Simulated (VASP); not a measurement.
Here is a VASP 6.6.1 calculation.

Contents of POSCAR:

```
Sn3Se
1.0
    4.7260905951      0.0000000000      0.0000000000
    0.0000000000      4.7260905951      0.0000000000
    0.0000000000      0.0000000000      4.7260905951
Sn Se
3 1
Direct
    0.0000000000      0.5000000000      0.5000000000
    0.5000000000      0.0000000000      0.5000000000
    0.5000000000      0.5000000000      0.0000000000
    0.0000000000      0.0000000000      0.0000000000
```

File INCAR.step1:

```
PREC     = Accurate       # precision mode
ENCUT    = 520            # plane-wave cutoff, eV
ISMEAR   = 0              # smearing method
SIGMA    = 0.1            # smearing width, eV
LREAL    = False          # projectors in reciprocal space
LASPH    = True           # aspherical terms in the spheres
NELM     = 80             # most SCF steps
NBANDS   = 32             # bands
GGA      = PE             # functional
ALGO     = Normal         # electronic algorithm
EDIFF    = 1E-4           # SCF threshold, eV
LWAVE    = True           # write WAVECAR
LCHARG   = False          # write CHGCAR
```

Contents of INCAR.step2:

```
PREC     = Accurate       # precision mode
ENCUT    = 520            # plane-wave cutoff, eV
EDIFF    = 1E-7           # SCF threshold, eV
ISMEAR   = 0              # smearing method
SIGMA    = 0.1            # smearing width, eV
LREAL    = False          # projectors in reciprocal space
LASPH    = True           # aspherical terms in the spheres
NELM     = 80             # most SCF steps
ALGO     = Normal         # electronic algorithm
ISIF     = 2              # what is computed and relaxed
LWAVE    = False          # write WAVECAR
LCHARG   = True           # write CHGCAR
METAGGA  = R2SCAN         # meta-GGA
LMIXTAU  = True         
LELF     = True           # ELF
LVHAR    = True         
NBANDS   = 32             # bands
ISTART   = 1
```

File KPOINTS:

```
regular mesh
0
Gamma
  10 10 10
```

Potentials or basis: VASP PAW PBE potentials, release 64 (Sn_d, Se).

The run is started by

```bash
$ cat potpaw_PBE.64/Sn_d/POTCAR potpaw_PBE.64/Se/POTCAR > POTCAR
$ cp INCAR.step1 INCAR
$ mpirun -np 1 vasp_std > vasp.out
$ cp INCAR.step2 INCAR
$ mpirun -np 1 vasp_std > vasp.out
```

(1) Predict the pressure.

(2) Estimate the band gap on the k mesh.

## Answers

(1) 0.0 GPa.

(2) zero (band 24 reaches 9.36 eV, above the bottom of band 25 at 6.83 eV).

Caveat: the PAW data sets were made with another functional, which shifts forces and pressure a little; spin-orbit coupling is left out, which moves the levels of the heavy elements.
